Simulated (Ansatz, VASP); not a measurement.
## Sb in VASP and in Ansatz

INCAR

```
SYSTEM = Sb
ALGO     = Normal         ! electronic algorithm
EDIFF    = 1E-8           ! SCF threshold, eV
ENCUT    = 520            ! plane-wave cutoff, eV
GGA      = PS             ! functional
ISIF     = 2              ! what is computed and relaxed
ISMEAR   = -1             ! smearing method
LASPH    = .True.         ! aspherical terms in the spheres
LCHARG   = .False.        ! write CHGCAR
LEFG     = .True.       
LREAL    = .False.        ! projectors in reciprocal space
LWAVE    = .False.        ! write WAVECAR
NBANDS   = 12             ! bands
NELM     = 100            ! most SCF steps
PREC     = Accurate       ! precision mode
SIGMA    = 0.05           ! smearing width, eV
```

File KPOINTS:

```
k-points
0
Gamma
  12 12 7
  0 0 0
```

File POSCAR:

```
Sb
1.0
    3.3234675684      0.0000000000      0.0000000000
   -1.6617337843      2.8782073429      0.0000000000
    0.0000000000      0.0000000000      5.2579641425
Sb
2
Direct
    0.3333333333      0.6666666667      0.2500000000
    0.6666666667      0.3333333333      0.7500000000
```

Input for Ansatz:

```yaml
crystal:
  lattice:
    - [3.3234675684, 0.0, 0.0]
    - [-1.6617337843, 2.8782073429, 0.0]
    - [0.0, 0.0, 5.2579641425]
  atoms:
    - { symbol: Sb, position: [0.3333333333, 0.6666666667, 0.25] }
    - { symbol: Sb, position: [0.6666666667, 0.3333333333, 0.75] }
kpoints:
  mp_grid: { grid: [12, 12, 7] }
scf:
  occupations: { method: fermi_dirac, width: 0.05 }
hamiltonian:
  xc: pbesol
  pseudopotentials: { kind: paw }
output:
  forces: true
  stress: true
  eigenvalues: true
  efg: { contact_densities: true }
  write_density: true
  write_potential: true
  elf: true
  volumetric_format: npy
```

Change from the starting cell: volume scaled by 0.96, PAW files.

Alike in both runs: task electric field gradients; functional PBEsol; k mesh 12 × 12 × 7; occupations fermi-dirac, width 0.05 eV; no spin polarisation.

|  | VASP | Ansatz |
| --- | --- | --- |
| version | VASP 6.6.1 | Ansatz 0.2.0 |
| potentials or method | VASP PAW PBE potentials, release 64 (Sb) | PAW with Ansatz's default frozen-core files, scalar-relativistic |
| plane-wave cutoff (eV) | 520 | 420 |
| valence electrons in the cell | 10 | 30 |

Ansatz gave:

* pressure (GPa): 2.9
* traceless stress, the component that is largest in VASP (GPa): -0.85
* size of Vzz on the site where it differs most (V/Å²): 21.0

Which values does VASP return?

Pressure (GPa): 2.9; traceless stress, the component that is largest in VASP (GPa): -0.84; size of Vzz on the site where it differs most (V/Å²): 19.1.

VASP's potentials were made for PBE, not for PBEsol. VASP's potentials hold 10 valence electrons a cell and Ansatz's 30, so a difference there can come from the potentials and not from the codes.

Spin-orbit coupling is off throughout.
